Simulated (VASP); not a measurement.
Write the native input for VASP 6.6.1 that does the following.

| Quantity | Value |
| --- | --- |
| Task | single point |
| Functional | PBE |
| Potentials or basis | VASP PAW PBE potentials, release 64 (Ca_sv, Co) |
| Cutoff | 520 eV |
| k mesh | 9 × 9 × 9 |
| Occupations | fermi-dirac, width 0.05 eV |
| Spin | collinear spin, ferromagnetic start |
| Starting moments | [0.0, 2.0] μB |
| Dipole correction | no |
| Further INCAR settings | ALGO = Fast; EDIFF = 1e-06; NBANDS = 20 |

The structure of CaCo lies in POSCAR:

```
CaCo
1.0
    0.0000000000      2.5862409859      2.5862409859
    2.5862409859      0.0000000000      2.5862409859
    2.5862409859      2.5862409859      0.0000000000
Ca Co
1 1
Direct
    0.5000000000      0.5000000000      0.5000000000
    0.0000000000      0.0000000000      0.0000000000
```

This cell differs from its parent crystal: volume scaled by 1.02.

One way to write it, as run:

INCAR

```
SYSTEM = CaCo
PREC     = Accurate       ! precision mode
ENCUT    = 520            ! plane-wave cutoff, eV
EDIFF    = 1E-6           ! SCF threshold, eV
ISMEAR   = -1             ! smearing method
SIGMA    = 0.05           ! smearing width, eV
LREAL    = .False.        ! projectors in reciprocal space
LASPH    = .True.         ! aspherical terms in the spheres
NELM     = 150            ! most SCF steps
ALGO     = Fast           ! electronic algorithm
ISIF     = 2              ! what is computed and relaxed
LWAVE    = .False.        ! write WAVECAR
LCHARG   = .False.        ! write CHGCAR
ISPIN    = 2              ! spin polarisation
MAGMOM   = 0 2            ! initial moments
LORBIT   = 11             ! projections on sites
LMAXMIX  = 4              ! l up to which the mixer works
GGA      = PE             ! functional
NBANDS   = 20             ! bands
```

KPOINTS

```
Automatic mesh
0
Gamma
  9 9 9
  0 0 0
```

Potentials or basis: VASP PAW PBE potentials, release 64 (Ca_sv, Co).

Command:

```console
$ cat potpaw_PBE.64/Ca_sv/POTCAR potpaw_PBE.64/Co/POTCAR > POTCAR
$ mpirun -np 1 vasp_std > vasp.out
```

It gave:

The pressure is 19.9 GPa and the band gap on the k mesh is zero (filled and empty bands overlap). The net moment is 1.00 μB per cell. The site moments are Ca -0.07; Co +1.16 μB. The valence electrons inside the program's atomic spheres are Ca 8.44; Co 8.21.

It took 59 s on 1 thread of Intel(R) Xeon(R) Platinum 8488C (Sapphire Rapids), on a shared host, peak memory 0.19 GiB.
